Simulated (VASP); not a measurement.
Wanted: the native input for a VASP 6.6.1 run.

* Task: single point
* Functional: r2SCAN
* Dispersion: D3(BJ)
* Potentials or basis: VASP PAW PBE potentials, release 64 (Te, Pb_d)
* Cutoff: 520 eV
* k mesh: 5 × 5 × 5
* Occupations: fermi-dirac, width 0.1 eV
* Spin: no spin polarisation
* Dipole correction: no
* Further INCAR settings: ALGO = Normal; EDIFF = 1e-06; NBANDS = 17

The system is TePb.

```
Te Pb
1.0
     0.00000    3.17623    3.17623
     3.17623    0.00000    3.17623
     3.17623    3.17623    0.00000
Te Pb
1 1
Direct
  0.50000 0.50000 0.50000
  0.00000 0.00000 0.00000
```

The input as run:

POSCAR

```
TePb
1.0
    0.0000000000      3.1762267067      3.1762267067
    3.1762267067      0.0000000000      3.1762267067
    3.1762267067      3.1762267067      0.0000000000
Te Pb
1 1
Direct
    0.5000000000      0.5000000000      0.5000000000
    0.0000000000      0.0000000000      0.0000000000
```

INCAR.step1

```
ALGO = Normal ; EDIFF = 1E-4
ENCUT = 520 ; GGA = PE
ISMEAR = -1 ; LASPH = T
LCHARG = F ; LREAL = F
LWAVE = T ; NBANDS = 17
NELM = 80 ; PREC = Accurate
SIGMA = 0.1
```

INCAR.step2

```
ALGO = Normal ; EDIFF = 1E-6
ENCUT = 520 ; ISIF = 2
ISMEAR = -1 ; ISTART = 1
IVDW = 12 ; LASPH = T
LCHARG = F ; LMIXTAU = T
LREAL = F ; LWAVE = F
METAGGA = R2SCAN ; NBANDS = 17
NELM = 80 ; PREC = Accurate
SIGMA = 0.1 ; VDW_A1 = 0.49484001
VDW_A2 = 5.73083694 ; VDW_S6 = 1.0
VDW_S8 = 0.78981345
```

KPOINTS

```
k-points
0
Gamma
  5 5 5
```

Potentials or basis: VASP PAW PBE potentials, release 64 (Te, Pb_d).

Command:

```bash
$ cat potpaw_PBE.64/Te/POTCAR potpaw_PBE.64/Pb_d/POTCAR > POTCAR
$ cp INCAR.step1 INCAR
$ mpirun -np 1 vasp_std > vasp.out
$ cp INCAR.step2 INCAR
$ mpirun -np 1 vasp_std > vasp.out
```

It gave:

The pressure is 3.4 GPa and the dispersion energy per atom is -0.199 eV.

Caveat: three body term missing; the PAW data sets were made with another functional, which shifts forces and pressure a little.

Wall time 35 s on 1 thread of Intel(R) Xeon(R) 6975P-C (Granite Rapids), with other jobs on the host, peak memory 0.22 GiB.
